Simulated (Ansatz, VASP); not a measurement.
Pt in VASP and in Ansatz

File INCAR:

```
PREC = Accurate
ENCUT = 520
EDIFF = 1E-7
ISMEAR = -1
SIGMA = 0.02
LREAL = False
LASPH = True
NELM = 80
ALGO = Fast
ISIF = 2
LWAVE = False
LCHARG = False
GGA = PE
NBANDS = 11
```

File KPOINTS:

```
regular mesh
0
Gamma
  24 24 24
```

File POSCAR:

```
Pt
1.0
    0.0000000000      1.8966751085      2.0863426194
    1.8966751085      0.0000000000      2.0863426194
    1.8966751085      1.8966751085      0.0000000000
Pt
1
Direct
    0.0000000000      0.0000000000      0.0000000000
```

Input for Ansatz:

```yaml
crystal:
  lattice:
    - [0.0, 1.8966751085, 2.0863426194]
    - [1.8966751085, 0.0, 2.0863426194]
    - [1.8966751085, 1.8966751085, 0.0]
  atoms:
    - { symbol: Pt, position: [0.0, 0.0, 0.0] }
basis:
  ecutwfc: 420
kpoints:
  mp_grid: { grid: [24, 24, 24] }
hamiltonian:
  xc: pbe
scf:
  occupations: { method: fermi_dirac, width: 0.02 }
output:
  forces: true
  stress: true
  eigenvalues: true
```

Alike in both runs: task single point; functional PBE; k mesh 24 × 24 × 24; occupations fermi-dirac, width 0.02 eV; no spin polarisation.

|  | VASP | Ansatz |
| --- | --- | --- |
| version | VASP 6.6.1 | Ansatz 0.2.0 |
| potentials or method | VASP PAW PBE potentials, release 64 (Pt), cutoff 520 eV | scalar-relativistic, plane waves, PAW |
| valence electrons in the cell | 10 | 18 |

Ansatz gave:

```
gap on the k mesh at the Fermi level (eV)                     : none
pressure (GPa)                                                : 12.7
traceless stress, the component that is largest in VASP (GPa) : -8.63
```

Estimate VASP's values.

gap on the k mesh at the Fermi level (eV): none; pressure (GPa): 12.1; traceless stress, the component that is largest in VASP (GPa): -8.56.

A gap of «none» marks a metal or a gap that the smearing closes. VASP's potentials hold 10 valence electrons a cell and Ansatz's 18, so a difference there can come from the potentials and not from the codes.

Neither program's run includes spin-orbit coupling.
